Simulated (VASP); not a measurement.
# PbS (Fm-3m) in VASP: settings compared

The runs below take PbS through single point, with PBE, r2SCAN.

Everything below comes from runs of VASP 6.6.1. Logs are shortened: lines on timing, memory, paths and dates and some standing lists are left out, and cuts for length are marked.

### 1 The cell of the first run

It takes space group Fm-3m (No. 225, cubic). Conventional cell: a = 6.244 Å, b = 6.244 Å, c = 6.244 Å, α = 90.00°, β = 90.00°, γ = 90.00°. Within 4.1 Å of Pb (site symmetry m-3m) lie 6 S at 3.12 Å. Within 4.1 Å of S (site symmetry m-3m) lie 6 Pb at 3.12 Å.

### 2 Single point, PBE (strain +4.5%)

INCAR

```
  PREC = Accurate
  ENCUT = 520
  EDIFF = 1E-6
  ISMEAR = -1
  SIGMA = 0.02
  LREAL = F
  LASPH = T
  NELM = 100
  ALGO = Normal
  ISIF = 2
  LWAVE = F
  LCHARG = F
  GGA = PE
  NBANDS = 17
```

KPOINTS

```
Automatic mesh
0
Gamma
  8 8 8
```

POSCAR

```
PbS
1.0
    0.0000000000      3.1219569119      3.1219569119
    3.1219569119      0.0000000000      3.1219569119
    3.1219569119      3.1219569119      0.0000000000
Pb S
1 1
Direct
    0.0000000000      0.0000000000      0.0000000000
    0.5000000000      0.5000000000      0.5000000000
```

Potentials or basis: VASP PAW PBE potentials, release 64 (Pb_d, S).

Run with:

```bash
$ cat potpaw_PBE.64/Pb_d/POTCAR potpaw_PBE.64/S/POTCAR > POTCAR
$ mpirun -np 1 vasp_std > vasp.out
```

OUTCAR:

```text
PREC = Accurate
   ENCUT = 520
   EDIFF = 1E-6
   ISMEAR = -1
   LREAL = F
   LASPH = T
   NELM = 100
   ISIF = 2
   GGA = PE

 ion  position               nearest neighbor table
   1  0.000  0.000  0.000-   2 3.12   2 3.12   2 3.12   2 3.12   2 3.12   2 3.12
   2  0.500  0.500  0.500-   1 3.12   1 3.12   1 3.12   1 3.12   1 3.12   1 3.12

  LATTYP: Found a face centered cubic cell.
 ALAT       =     6.2439138238

  Lattice vectors:

 A1 = (   0.0000000000,   3.1219569119,   3.1219569119)
 A2 = (   3.1219569119,   0.0000000000,   3.1219569119)
 A3 = (   3.1219569119,   3.1219569119,   0.0000000000)

Analysis of symmetry for initial positions (statically):
=====================================================================
 Subroutine PRICEL returns:
 Original cell was already a primitive cell.

 Routine SETGRP: Setting up the symmetry group for a
 face centered cubic supercell.

 Subroutine GETGRP returns: Found 48 space group operations
 (whereof 48 operations were pure point group operations)
 out of a pool of 48 trial point group operations.

The static configuration has the point symmetry O_h .

Analysis of symmetry for dynamics (positions and initial velocities):
=====================================================================
 Subroutine PRICEL returns:
 Original cell was already a primitive cell.

 Routine SETGRP: Setting up the symmetry group for a
 face centered cubic supercell.

 Subroutine GETGRP returns: Found 48 space group operations
 (whereof 48 operations were pure point group operations)
 out of a pool of 48 trial point group operations.

The dynamic configuration has the point symmetry O_h .

 Subroutine INISYM returns: Found 48 space group operations
 (whereof 48 operations are pure point group operations),
 and found     1 'primitive' translations

----------------------------------------------------------------------------------------

                                     Primitive cell

  volume of cell :      60.8570

  direct lattice vectors                    reciprocal lattice vectors
     0.000000000  3.121956912  3.121956912    -0.160155958  0.160155958  0.160155958
     3.121956912  0.000000000  3.121956912     0.160155958 -0.160155958  0.160155958
     3.121956912  3.121956912  0.000000000     0.160155958  0.160155958 -0.160155958

  length of vectors
     4.415113806  4.415113806  4.415113806     0.277398256  0.277398256  0.277398256

  position of ions in fractional coordinates (direct lattice)
     0.000000000  0.000000000  0.000000000
     0.500000000  0.500000000  0.500000000

  ion indices of the primitive-cell ions
   primitive index   ion index
                 1           1
                 2           2

----------------------------------------------------------------------------------------

 KPOINTS: Automatic mesh

Automatic generation of k-mesh.
 Grid dimensions read from file:
 generate k-points for:    8    8    8

 Generating k-lattice:

  Cartesian coordinates                     Fractional coordinates (reciprocal lattice)
    -0.020019495  0.020019495  0.020019495     0.125000000  0.000000000  0.000000000
     0.020019495 -0.020019495  0.020019495     0.000000000  0.125000000  0.000000000
     0.020019495  0.020019495 -0.020019495     0.000000000  0.000000000  0.125000000

  Length of vectors
     0.034674782  0.034674782  0.034674782

  Shift w.r.t. Gamma in fractional coordinates (k-lattice)
     0.000000000  0.000000000  0.000000000

 Subroutine IBZKPT returns following result:
 ===========================================

 Found     29 irreducible k-points:

 Following reciprocal coordinates:
            Coordinates               Weight
  0.000000  0.000000  0.000000      1.000000
  0.125000  0.000000  0.000000      8.000000
  0.250000  0.000000  0.000000      8.000000
  0.375000  0.000000  0.000000      8.000000
  0.500000  0.000000  0.000000      4.000000
  0.125000  0.125000  0.000000      6.000000
[... 16 lines left out ...]
  0.500000  0.250000  0.125000     48.000000
 -0.375000  0.250000  0.125000     24.000000
 [... further k-points ...]
   k-points           NKPTS =     29   k-points in BZ     NKDIM =     29   number of bands    NBANDS=     17
   number of dos      NEDOS =    301   number of ions     NIONS =      2
   total plane-waves  NPLWV =  46656
   dimension x,y,z NGX =    36 NGY =   36 NGZ =   36
   dimension x,y,z NGXF=    72 NGYF=   72 NGZF=   72
   ions per type =               1   1
   NGX,Y,Z   is equivalent  to a cutoff of  13.56, 13.56, 13.56 a.u.
   NGXF,Y,Z  is equivalent  to a cutoff of  27.11, 27.11, 27.11 a.u.
 SYSTEM =  unknown system
   PREC   = accura    normal or accurate (medium, high low for compatibility)
   ISTART =      0    job   : 0-new  1-cont  2-samecut
   ICHARG =      2    charge: 1-file 2-atom 10-const
   ISPIN  =      1    spin polarized calculation?
   LNONCOLLINEAR =      F non collinear calculations
   LSORBIT =      F    spin-orbit coupling
   LASPH  =      T    aspherical Exc in radial PAW
   ENCUT  =  520.0 eV  38.22 Ry    6.18 a.u.   8.21  8.21  8.21*2*pi/ulx,y,z
   NELM   =    100;   NELMIN=  2; NELMDL= -5     # of ELM steps
   EDIFF  = 0.1E-05   stopping-criterion for ELM
   LREAL  =      F    real-space projection
   EDIFFG = 0.1E-04   stopping-criterion for IOM
   NSW    =      0    number of steps for IOM
   IBRION =     -1    ionic relax: 0-MD 1-quasi-New 2-CG
   NFREE  =      0    steps in history (QN), initial steepest desc. (CG)
   ISIF   =      2    stress and relaxation
   ISYM   =      2    0-nonsym 1-usesym 2-fastsym
   POTIM  = 0.5000    time-step for ionic-motion
   TEBEG  =    0.0;   TEEND  =   0.0 temperature during run
   PSTRESS=    0.0 pullay stress
   NELECT =      20.0000    total number of electrons
   NUPDOWN=      -1.0000    fix difference up-down
   EMIN   =  10.00;   EMAX   =-10.00  energy-range for DOS
   EFERMI =   0.00;   METHOD = LEGACY
   ISMEAR =    -1;   SIGMA  =   0.02  broadening in eV -4-tet -1-fermi 0-gaus
   EFERMI_NEDOS =   21; number of points for ismear=-14 and -15
   IALGO  =     38    algorithm
   IMIX   =      4    mixing-type and parameters
     AMIX     =   0.40;   BMIX     =  1.00
     AMIX_MAG =   1.60;   BMIX_MAG =  1.00
  volume/ion in A,a.u.               =      30.43       205.34
  Fermi-wavevector in a.u.,A,eV,Ry     =   1.129747  2.134913 17.365506  1.276329
  Thomas-Fermi vector in A             =   2.266442
   LORBIT       =      0    0 simple, 1 ext, 2 COOP (PROOUT), +10 PAW based schemes
   GGA     = PE    functional components
   LHFCALC =     F    Hartree Fock is set to
   AEXX    =    0.0000 exact exchange contribution
   IVDW    =     0    specifies the selected vdW correction
   LEPSILON=     F    determine dielectric tensor
   LRPA    =     F    only Hartree local field effects (RPA)
 non-spin polarized calculation
  energy-cutoff  :      520.00
  volume of cell :       60.86
 maximum number of plane-waves:      1676
 NGX is ok and might be reduce to    36
   NGX = 17   NGY = 17   NGZ = 17

 number of electron      20.0000000 magnetization

 Free energy of the ion-electron system (eV)
  ---------------------------------------------------
  ext. energy  EPLUGINS =         0.00000000
  ---------------------------------------------------
  free energy    TOTEN  =        -8.66149960 eV

  energy without entropy =       -8.66149960  energy(sigma->0) =       -8.66149960

 E-fermi :   4.2706     XC(G=0):  -8.9781

 val. band max:        3.8491542666   @ k =   0.5000   0.0000   0.0000
 cond. band min:       4.6547959819   @ k =   0.5000   0.0000   0.0000
 fundamental gap:      0.8056417154
 Fermi energy:         4.2705763223

 k-point     1 :       0.0000    0.0000    0.0000
  band No.  band energies     occupation
      1     -12.7029      2.00000
      2     -12.7029      2.00000
      3     -12.7029      2.00000
      4     -12.6839      2.00000
      5     -12.6839      2.00000
      6      -8.3901      2.00000
[... 9 lines left out ...]
     16      11.0281      0.00000
     17      12.2974      0.00000

 k-point     2 :       0.1250    0.0000    0.0000
  band No.  band energies     occupation
      1     -12.7023      2.00000
      2     -12.7008      2.00000
      3     -12.7008      2.00000
      4     -12.6846      2.00000
      5     -12.6846      2.00000
      6      -8.2880      2.00000
[... 9 lines left out ...]
     16      11.3393      0.00000
     17      13.3111      0.00000

 k-point     3 :       0.2500    0.0000    0.0000
  band No.  band energies     occupation
      1     -12.7010      2.00000
      2     -12.6993      2.00000
      3     -12.6993      2.00000
      4     -12.6824      2.00000
      5     -12.6824      2.00000
      6      -8.0103      2.00000
[... 9 lines left out ...]
     16      12.1258      0.00000
     17      14.9939      0.00000

 k-point     4 :       0.3750    0.0000    0.0000
  band No.  band energies     occupation
      1     -12.7022      2.00000
      2     -12.7022      2.00000
      3     -12.6997      2.00000
      4     -12.6760      2.00000
      5     -12.6760      2.00000
      6      -7.6667      2.00000
[... 9 lines left out ...]
     16      13.2872      0.00000
     17      15.1219      0.00000

 k-point     5 :       0.5000    0.0000    0.0000
  band No.  band energies     occupation
      1     -12.7039      2.00000
      2     -12.7039      2.00000
      3     -12.6993      2.00000
      4     -12.6729      2.00000
      5     -12.6729      2.00000
      6      -7.4928      2.00000
[... 9 lines left out ...]
     16      14.2727      0.00000
     17      14.2727      0.00000

 k-point     6 :       0.1250    0.1250    0.0000
  band No.  band energies     occupation
      1     -12.7048      2.00000
      2     -12.6982      2.00000
      3     -12.6982      2.00000
      4     -12.6894      2.00000
      5     -12.6818      2.00000
      6      -8.2538      2.00000
[... 9 lines left out ...]
     16      11.9143      0.00000
     17      12.7768      0.00000

 k-point     7 :       0.2500    0.1250    0.0000
  band No.  band energies     occupation
      1     -12.7049      2.00000
      2     -12.6978      2.00000
      3     -12.6946      2.00000
      4     -12.6909      2.00000
      5     -12.6792      2.00000
      6      -8.0343      2.00000
[... 9 lines left out ...]
     16      12.7258      0.00000
     17      13.9711      0.00000

 k-point     8 :       0.3750    0.1250    0.0000
  band No.  band energies     occupation
      1     -12.7062      2.00000
      2     -12.6996      2.00000
      3     -12.6960      2.00000
      4     -12.6846      2.00000
      5     -12.6742      2.00000
      6      -7.7086      2.00000
[... 9 lines left out ...]
     16      13.7845      0.00000
     17      15.0862      0.00000
[... 203 lines left out ...]
      1     -12.7413      2.00000
      2     -12.7120      2.00000
      3     -12.6749      2.00000
      4     -12.6736      2.00000
      5     -12.6704      2.00000
      6      -7.3035      2.00000
[... 9 lines left out ...]
     16      15.3783      0.00000
     17      15.6020      0.00000

 k-point    20 :      -0.3750    0.3750    0.0000
  band No.  band energies     occupation
      1     -12.7327      2.00000
      2     -12.7031      2.00000
      3     -12.6789      2.00000
      4     -12.6788      2.00000
      5     -12.6745      2.00000
      6      -7.2559      2.00000
[... 9 lines left out ...]
     16      14.4433      0.00000
     17      16.0348      0.00000

 k-point    21 :       0.5000    0.5000    0.0000
  band No.  band energies     occupation
      1     -12.7497      2.00000
      2     -12.7158      2.00000
      3     -12.6700      2.00000
      4     -12.6700      2.00000
      5     -12.6698      2.00000
      6      -7.2659      2.00000
[... 9 lines left out ...]
     16      15.2229      0.00000
     17      16.2767      0.00000

 k-point    22 :       0.3750    0.2500    0.1250
  band No.  band energies     occupation
      1     -12.7054      2.00000
      2     -12.7043      2.00000
      3     -12.6913      2.00000
      4     -12.6872      2.00000
      5     -12.6764      2.00000
      6      -7.7892      2.00000
[... 9 lines left out ...]
     16      13.5459      0.00000
     17      14.0553      0.00000

 k-point    23 :       0.5000    0.2500    0.1250
  band No.  band energies     occupation
      1     -12.7123      2.00000
      2     -12.6996      2.00000
      3     -12.6919      2.00000
      4     -12.6829      2.00000
      5     -12.6751      2.00000
      6      -7.5010      2.00000
[... 9 lines left out ...]
     16      14.1044      0.00000
     17      14.9510      0.00000

 k-point    24 :      -0.3750    0.2500    0.1250
  band No.  band energies     occupation
      1     -12.7149      2.00000
      2     -12.6976      2.00000
      3     -12.6891      2.00000
      4     -12.6852      2.00000
      5     -12.6737      2.00000
      6      -7.3631      2.00000
[... 9 lines left out ...]
     16      14.8861      0.00000
     17      14.8927      0.00000

 [... further k-points ...]
[... 5 lines left out ...]
  --------------------------------------------------------------------------------------
  -------------------------------------------------------------------------------------
  Total       -1.8201992     -1.8201992     -1.8201992      0.0000000      0.0000000     -0.0000000
  in kB      -47.9202183    -47.9202183    -47.9202183      0.0000000      0.0000000     -0.0000000
  external PRESSURE =     -47.9202183 kB  Pullay stress =       0.0000000 kB

 VOLUME and BASIS-vectors are now :
 -----------------------------------------------------------------------------
  energy-cutoff  :      520.00
  volume of cell :       60.86
      direct lattice vectors                 reciprocal lattice vectors
     0.000000000  3.121956912  3.121956912    -0.160155958  0.160155958  0.160155958
     3.121956912  0.000000000  3.121956912     0.160155958 -0.160155958  0.160155958
     3.121956912  3.121956912  0.000000000     0.160155958  0.160155958 -0.160155958

 POSITION                                       TOTAL-FORCE (eV/Angst)
 -----------------------------------------------------------------------------------
      0.00000      0.00000      0.00000         0.000000      0.000000      0.000000
      3.12196      3.12196      3.12196        -0.000000     -0.000000     -0.000000
 -----------------------------------------------------------------------------------
    total drift:                                0.000000      0.000000      0.000000

  FREE ENERGIE OF THE ION-ELECTRON SYSTEM (eV)
  ---------------------------------------------------
  free  energy   TOTEN  =        -8.6614995963 eV

  energy  without entropy=       -8.6614995963  energy(sigma->0) =       -8.66149960
```

Run time: 72 s. Hardware: 1 thread of AMD EPYC 7R13, shared host; peak memory 0.18 GiB.

Results:

```
Free energy            : -8.6615 eV
Pressure               : -4.8 GPa
Band gap on the k mesh : 0.81 eV, direct
```

Caveat: the cell differs from its parent crystal (strain +4.5%); spin-orbit coupling is left out, which moves the levels of the heavy elements. A k mesh can miss the band edges.

### 3 Single point, r2SCAN (strain +4.5%)

POSCAR is that of step 2.

INCAR.step1

```
ALGO     = Normal         # electronic algorithm
EDIFF    = 1E-4           # SCF threshold, eV
ENCUT    = 520            # plane-wave cutoff, eV
GGA      = PE             # functional
ISMEAR   = 0              # smearing method
LASPH    = True           # aspherical terms in the spheres
LCHARG   = False          # write CHGCAR
LREAL    = False          # projectors in reciprocal space
LWAVE    = True           # write WAVECAR
NBANDS   = 17             # bands
NELM     = 80             # most SCF steps
PREC     = Accurate       # precision mode
SIGMA    = 0.01           # smearing width, eV
```

INCAR.step2

```
ALGO     = Normal         # electronic algorithm
EDIFF    = 1E-7           # SCF threshold, eV
ENCUT    = 520            # plane-wave cutoff, eV
ISIF     = 2              # what is computed and relaxed
ISMEAR   = 0              # smearing method
ISTART   = 1            
LASPH    = True           # aspherical terms in the spheres
LCHARG   = False          # write CHGCAR
LMIXTAU  = True         
LREAL    = False          # projectors in reciprocal space
LWAVE    = False          # write WAVECAR
METAGGA  = R2SCAN         # meta-GGA
NBANDS   = 17             # bands
NELM     = 80             # most SCF steps
PREC     = Accurate       # precision mode
SIGMA    = 0.01           # smearing width, eV
```

KPOINTS

```
k-points
0
Gamma
  8 8 8
```

Potentials or basis: VASP PAW PBE potentials, release 64 (Pb_d, S).

Run with:

```bash
$ cat potpaw_PBE.64/Pb_d/POTCAR potpaw_PBE.64/S/POTCAR > POTCAR
$ cp INCAR.step1 INCAR
$ mpirun -np 1 vasp_std > vasp.out
$ cp INCAR.step2 INCAR
$ mpirun -np 1 vasp_std > vasp.out
```

OUTCAR:

```text
EDIFF = 1E-7
   ENCUT = 520
   ISIF = 2
   ISMEAR = 0
   ISTART = 1
   LASPH = True
   LREAL = False
   METAGGA = R2SCAN
   NELM = 80
   PREC = Accurate

 ion  position               nearest neighbor table
   1  0.000  0.000  0.000-   2 3.12   2 3.12   2 3.12   2 3.12   2 3.12   2 3.12
   2  0.500  0.500  0.500-   1 3.12   1 3.12   1 3.12   1 3.12   1 3.12   1 3.12

  LATTYP: Found a face centered cubic cell.
 ALAT       =     6.2439138238

  Lattice vectors:

[... 666 lines left out ...]
 [... further k-points ...]

------------------------ aborting loop because EDIFF is reached ----------------------------------------

  FORCE on cell =-STRESS in cart. coord.  units (eV):
  Direction    XX          YY          ZZ          XY          YZ          ZX
  --------------------------------------------------------------------------------------
  -------------------------------------------------------------------------------------
  Total       -2.1982803     -2.1982803     -2.1982803     -0.0000000      0.0000000      0.0000000
  in kB      -57.8739255    -57.8739255    -57.8739255     -0.0000000      0.0000000      0.0000000
  external PRESSURE =     -57.8739255 kB  Pullay stress =       0.0000000 kB

 VOLUME and BASIS-vectors are now :
 -----------------------------------------------------------------------------
  energy-cutoff  :      520.00
  volume of cell :       60.86
      direct lattice vectors                 reciprocal lattice vectors
     0.000000000  3.121956912  3.121956912    -0.160155958  0.160155958  0.160155958
     3.121956912  0.000000000  3.121956912     0.160155958 -0.160155958  0.160155958
     3.121956912  3.121956912  0.000000000     0.160155958  0.160155958 -0.160155958

 POSITION                                       TOTAL-FORCE (eV/Angst)
 -----------------------------------------------------------------------------------
      0.00000      0.00000      0.00000         0.000000     -0.000000      0.000000
      3.12196      3.12196      3.12196        -0.000000      0.000000     -0.000000
 -----------------------------------------------------------------------------------
    total drift:                                0.000000      0.000000      0.000000

  FREE ENERGIE OF THE ION-ELECTRON SYSTEM (eV)
  ---------------------------------------------------
  free  energy   TOTEN  =       -65.4614659637 eV

  energy  without entropy=      -65.4614659637  energy(sigma->0) =      -65.46146596
```

It took 7 min on 1 thread of AMD EPYC 7R13, shared host; peak memory 0.2 GiB.

What came out:

- Free energy: -65.4615 eV
- Pressure: -5.8 GPa
- Band gap on the k mesh: 1.08 eV, direct

Caveat: the cell differs from its parent crystal (strain +4.5%); the PAW data sets were made with another functional, which shifts forces and pressure a little; spin-orbit coupling is left out, which moves the levels of the heavy elements. A k mesh can miss the band edges.
